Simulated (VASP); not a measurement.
**FeS2: relaxation of shape and atoms at fixed volume with PBE**

Crystal: FeS2.

```
Fe S
1.0
     4.50028    0.00000    0.00000
     0.00000    5.47853    0.00000
     0.00000    0.00000    3.43323
Fe S
2 4
Direct
  0.00000 0.00000 0.00000
  0.50000 0.50000 0.50000
  0.20677 0.37514 0.00000
  0.29323 0.87514 0.50000
  0.79323 0.62486 0.00000
  0.70677 0.12486 0.50000
```

| Property | Result |
| --- | --- |
| Program | VASP 6.6.1 |
| Task | relaxation of shape and atoms at fixed volume |
| Functional | PBE |
| Potentials or basis | VASP PAW PBE potentials, release 64 (Fe, S) |
| Cutoff | 600 eV |
| k mesh | 6 × 6 × 8 |
| Occupations | gaussian, width 0.05 eV |
| Spin | no spin polarisation |
| Dipole correction | no |
| Further INCAR settings | ALGO = Normal; EDIFF = 1e-07; IBRION = 2; EDIFFG = -0.01; NSW = 60; ISIF = 4 |

```json
{
 "Energy gained by relaxing": "0.0 meV/atom",
 "Ionic steps": "4",
 "Pressure after relaxing": "-5.3 GPa",
 "Largest force after relaxing": "0.006 eV/Å",
 "Band gap on the k mesh": "0.78 eV (least direct gap 1.07 eV)"
}
```

Forces in eV/Å, atoms in the order of the input:
```
Fe   0.000  0.000  0.000
Fe   0.000  0.000  0.000
S   -0.006  0.001  0.000
S    0.006  0.001  0.000
S    0.006 -0.001  0.000
S   -0.006 -0.001  0.000
```

Stress tensor (GPa, compression positive):
```
-5.34  0.00  0.00
 0.00 -5.18  0.00
 0.00  0.00 -5.36
```

Step by step:
```
step  energy change (eV)  largest force (eV/Å)  pressure (GPa)  volume (Å³)
   1              0.0000                0.0366           -5.28        84.65
   2             -0.0002                0.0196           -5.29        84.65
   3             -0.0003                0.0049           -5.29        84.65
   4             -0.0003                0.0056           -5.29        84.65
```

Final structure:
```
Fe S
1.0
     4.50105    0.00000    0.00000
     0.00000    5.47547    0.00000
     0.00000    0.00000    3.43456
Fe S
2 4
Cartesian
  0.0000 0.0000 0.0000
  2.2505 2.7377 1.7173
  0.9290 2.0571 0.0000
  1.3215 4.7948 1.7173
  3.5720 3.4184 0.0000
  3.1796 0.6807 1.7173
```

Levels at points of the mesh, in eV from the valence-band top:
| k point | band 17 | band 18 | band 19 | band 20 | band 21 | band 22 | band 23 | band 24 |
| --- | --- | --- | --- | --- | --- | --- | --- | --- |
| (0.00, 0.00, 0.00) | -0.84 | -0.68 | -0.66 | -0.39 | 1.08 | 1.30 | 2.52 | 2.96 |
| (0.50, 0.00, 0.00) | -0.58 | -0.58 | -0.10 | -0.10 | 1.75 | 1.75 | 1.81 | 1.81 |
| (0.00, 0.50, 0.00) | -0.72 | -0.72 | -0.28 | -0.28 | 1.04 | 1.04 | 2.34 | 2.34 |
| (0.50, 0.50, 0.00) | -1.00 | -1.00 | -0.81 | -0.81 | 1.28 | 1.28 | 1.97 | 1.97 |
| (0.00, 0.00, 0.50) | -0.77 | -0.77 | -0.37 | -0.37 | 1.38 | 1.38 | 1.63 | 1.63 |
| (0.50, 0.00, 0.50) | -0.67 | -0.67 | -0.30 | -0.30 | 1.41 | 1.41 | 1.71 | 1.71 |
| (0.00, 0.50, 0.50) | -1.27 | -1.27 | -0.34 | -0.34 | 0.77 | 0.77 | 2.22 | 2.22 |
| (0.50, 0.50, 0.50) | -0.50 | -0.50 | -0.32 | -0.32 | 1.48 | 1.48 | 1.97 | 1.97 |

It took 3.4 min on 1 thread of Intel(R) Xeon(R) 6975P-C (Granite Rapids) (shared host), peak memory 0.33 GiB.

A k mesh can miss the band edges. PBE gaps usually lie below the measured ones, often by a third to a half.
